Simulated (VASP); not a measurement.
# Sb: single point with PBE

Crystal: Sb.

```
CELL_PARAMETERS angstrom
0.00000 3.27107 3.27107
3.27107 0.00000 3.27107
3.27107 3.27107 0.00000
ATOMIC_POSITIONS crystal
Sb 0.71750 0.92750 0.92750
Sb 0.28250 0.07250 0.07250
```

This cell differs from its parent crystal: shortest bond scaled by 0.58.

```yaml
Program: VASP 6.6.1
Task: single point
Functional: PBE
Potentials_or_basis: VASP PAW PBE potentials, release 64 (Sb_d_GW)
Cutoff: 500 eV
k_mesh: 8 × 8 × 8
Occupations: fermi-dirac, width 0.05 eV
Spin: no spin polarisation
Dipole_correction: no
Further_INCAR_settings: ALGO = Normal; EDIFF = 1e-06; NBANDS = 22
```

```yaml
Pressure: 109.3 GPa
Largest_force: 85.050 eV/Å
Band_gap_on_the_k_mesh: zero (bands 15 and 16 overlap by 0.53 eV)
```

Forces on the atoms (eV/Å):
```
Sb  -49.104  49.104  49.104
Sb   49.104 -49.104 -49.104
```

Stress tensor (GPa, compression positive):
```
 109.34 -107.98 -107.98
-107.98  109.34  107.98
-107.98  107.98  109.34
```

Levels at points of the mesh, in eV from the Fermi level:
```tsv
k point	band 13	band 14	band 15	band 16	band 17	band 18
(0.00, 0.00, 0.00)	-3.63	-3.35	-3.35	0.68	0.68	3.37
(0.50, 0.00, 0.00)	-4.34	-4.34	0.00	2.58	2.58	3.99
(0.00, 0.50, 0.00)	-4.39	-3.37	-3.17	-0.28	3.58	4.37
(0.50, 0.50, 0.00)	-4.98	-4.22	-2.87	0.50	4.36	4.46
```

Wall time 110 s on 1 thread of AMD EPYC 7R13 Processor (Zen 3) (shared host), peak memory 0.23 GiB.

Caveat: the cell differs from its parent crystal (shortest bond scaled by 0.58); atoms lie so close that the PAW spheres overlap strongly, which falsifies energies and pressures; the cell stands under pressure; spin-orbit coupling is left out, which moves the levels of the heavy elements; forces of over 1 eV/Å act on the atoms, so gaps and moduli don't describe the material at rest.
